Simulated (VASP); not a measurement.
Runs of VASP 6.6.1 on RbCl. The structure is that of space group Fm-3m (No. 225), or close to it. The cells are those of the table. 

```csv
task,level,spin,cell,k mesh,cutoff (eV),smearing,grid for exact exchange (PRECFOCK),gap on the mesh (eV),pressure (GPa)
single point,r2SCAN,off,"a = 4.675 Å, angles 60.0°, 2 atoms",6 × 6 × 6,550,fermi-dirac 0.02 eV,-,5.56,0.0
single point,PBE,"non-collinear, zero start, SOC","a = 4.675 Å, angles 60.0°, 2 atoms",6 × 6 × 6,500,gaussian 0.01 eV,-,-,0.6
single point,PBE0,off,"a = 4.675 Å, angles 60.0°, 2 atoms",4 × 4 × 4,400,gaussian 0.01 eV,Normal,7.00,0.3
relaxation of cell and atoms,PBE,off,"relaxed from a = 4.554 Å, angles 60.0°, 2 atoms",6 × 6 × 6,500,fermi-dirac 0.02 eV,-,(a),0.0
single point,PBE,off,"a = 4.735 Å, angles 60.0°, 2 atoms",6 × 6 × 6,500,fermi-dirac 0.02 eV,-,(b),0.0
```

Alike in all rows: potentials or basis VASP PAW PBE potentials, release 64 (Rb_sv, Cl).

Question: Fill in the values left out.

Answer: (a) 4.83; (b) 4.84.

Caveats: the PAW data sets were made with another functional, which shifts forces and pressure a little (some runs).

A k mesh can miss the band edges, and rows without SOC leave out spin-orbit coupling on Rb.
